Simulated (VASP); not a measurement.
A run of VASP 6.6.1 is set up as follows.

Contents of INCAR:

```
  PREC = Accurate
  ENCUT = 520
  EDIFF = 1E-8
  ISMEAR = -1
  SIGMA = 0.08
  LREAL = False
  LASPH = True
  NELM = 100
  ALGO = Normal
  ISIF = 2
  LWAVE = False
  LCHARG = False
  GGA = PE
  LEFG = True
  NBANDS = 8
```

Contents of KPOINTS:

```
regular mesh
0
Gamma
  10 10 9
```

File POSCAR:

```
P
1.0
    4.3610152585      0.0000000000      0.0000000000
    0.0000000000      4.3610152585      0.0000000000
    0.0000000000      0.0000000000      4.2028800000
P
1
Direct
    0.0000000000      0.0000000000      0.0000000000
```

Potentials or basis: VASP PAW PBE potentials, release 64 (P).

The run is started by

```bash
$ cat potpaw_PBE.64/P/POTCAR > POTCAR
$ mpirun -np 1 vasp_std > vasp.out
```

Q: Predict the pressure.

A: -3.5 GPa.

Stress tensor (GPa, compression positive):
```
-3.32  0.00  0.00
 0.00 -3.32  0.00
 0.00  0.00 -3.91
```

Caveat: without QUAD_EFG the Cq values of the log hold for a quadrupole moment of 1 mb, not for the nuclei.
